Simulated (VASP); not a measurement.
Runs of VASP 6.6.1 on MnRh. The structure is that of space group Pm-3m (No. 221), or close to it. The cells are those of the table. 

| cell | k mesh | cutoff (eV) | smearing | gap on the mesh (eV) | pressure (GPa) | moment (μB) |
| --- | --- | --- | --- | --- | --- | --- |
| a = 2.954 Å, 2 atoms | 14 × 14 × 14 | 520 | gaussian 0.2 eV | none | -0.1 | (a) |
| a = 3.044 Å, 2 atoms | 6 × 6 × 6 | 500 | gaussian 0.1 eV | none | -16.7 | 4.12 |
| a = 2.954 Å, 2 atoms | 14 × 14 × 14 | 500 | gaussian 0.1 eV | none | -0.2 | 3.93 |
| a = 2.955 Å, 2 atoms | 6 × 6 × 6 | 500 | gaussian 0.1 eV | none | -0.3 | 3.97 |
| a = 2.934 Å, 2 atoms | 14 × 14 × 14 | 520 | gaussian 0.2 eV | none | 4.7 | (b) |

Alike in all rows: task single point; level LDA; potentials or basis VASP PAW LDA potentials, release 64 (Mn_pv, Rh_pv); spin collinear, ferromagnetic start.

Estimate the missing entries.

(a) 3.92; (b) 3.89.

Caveats: the cell stands under tension (at least some runs); the cell stands under pressure (at least some runs).

A k mesh can miss the band edges, and the runs leave out spin-orbit coupling on Rh.

A gap of «none» marks levels without a gap at the run's occupations.
